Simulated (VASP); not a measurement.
Write the native input for VASP 6.6.1 that does the following.

* Task: single point
* Functional: PBE
* Potentials or basis: VASP PAW PBE potentials, release 64 (Ba_sv, Al, P)
* Cutoff: 520 eV
* k mesh: 6 × 6 × 6
* Occupations: gaussian, width 0.1 eV
* Spin: no spin polarisation
* Dipole correction: no
* Further INCAR settings: ALGO = Normal; EDIFF = 1e-06; NBANDS = 27

The structure of Ba3AlP lies in POSCAR:

```
Ba3AlP
1.0
    6.1712287464      0.0000000000      0.0000000000
    0.0000000000      6.1712287464      0.0000000000
    0.0000000000      0.0000000000      6.1712287464
Ba Al P
3 1 1
Direct
    0.5000000000      0.5000000000      0.0000000000
    0.5000000000      0.0000000000      0.5000000000
    0.0000000000      0.5000000000      0.5000000000
    0.0000000000      0.0000000000      0.0000000000
    0.5000000000      0.5000000000      0.5000000000
```

The cell was built from a structure type or drawn by symmetry, and may not be a known phase.

These files were run (other wordings do the same):

INCAR

```
PREC = Accurate
ENCUT = 520
EDIFF = 1E-6
ISMEAR = 0
SIGMA = 0.1
LREAL = F
LASPH = T
NELM = 60
ALGO = Normal
ISIF = 2
LWAVE = F
LCHARG = F
GGA = PE
NBANDS = 27
```

KPOINTS

```
Automatic mesh
0
Gamma
  6 6 6
```

Potentials or basis: VASP PAW PBE potentials, release 64 (Ba_sv, Al, P).

The run is started by

```console
$ cat potpaw_PBE.64/Ba_sv/POTCAR potpaw_PBE.64/Al/POTCAR potpaw_PBE.64/P/POTCAR > POTCAR
$ mpirun -np 1 vasp_std > vasp.out
```

Results of the run:

```
Pressure               : 0.3 GPa
Band gap on the k mesh : zero (bands 19 and 20 overlap by 0.45 eV)
```

Caveat: spin-orbit coupling is left out, which moves the levels of the heavy elements.

It took 61 s on 1 thread of Intel(R) Xeon(R) 6975P-C (Granite Rapids), on a shared host, peak memory 0.39 GiB.
